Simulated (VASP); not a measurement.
Here is a VASP 6.6.1 calculation.

INCAR

```
PREC = Accurate ; ENCUT = 520
EDIFF = 1E-6 ; ISMEAR = 0
SIGMA = 0.1 ; LREAL = F
LASPH = T ; NELM = 80
ALGO = Normal ; ISIF = 2
LWAVE = F ; LCHARG = F
LDIPOL = T ; IDIPOL = 3
DIPOL = 0.5 0.5 0.318 ; GGA = PE
IVDW = 12 ; NBANDS = 53
```

The input KPOINTS:

```
regular mesh
0
Gamma
  6 6 1
```

File POSCAR:

```
SiW6
1.0
    4.4682526324      0.0000000000      0.0000000000
   -2.2341263162      3.8696202902      0.0000000000
    0.0000000000      0.0000000000     21.7259061349
W Si
6 1
Direct
    0.6666666667      0.3333333333      0.1841119986
    0.3333333333      0.6666666667      0.2260931360
    0.0000000000      0.0000000000      0.2680742733
    0.6666666667      0.3333333333      0.3070897866
    0.3333333333      0.6666666667      0.3466976876
    0.0000000000      0.0000000000      0.3832248047
    0.8888888889      0.4444444444      0.5121032037
```

Potentials or basis: VASP PAW PBE potentials, release 64 (W_sv, Si).

The run is started by

```sh
$ cat potpaw_PBE.64/W_sv/POTCAR potpaw_PBE.64/Si/POTCAR > POTCAR
$ mpirun -np 1 vasp_std > vasp.out
```

(1) Predict the dispersion energy per atom.

(2) Predict the largest force.

(3) Predict the band gap on the k mesh.

Results:

(1) -0.406 eV.

(2) 2.046 eV/Å.

(3) zero (bands 44 and 45 overlap by 0.18 eV).

Caveat: spin-orbit coupling is left out, which moves the levels of the heavy elements.
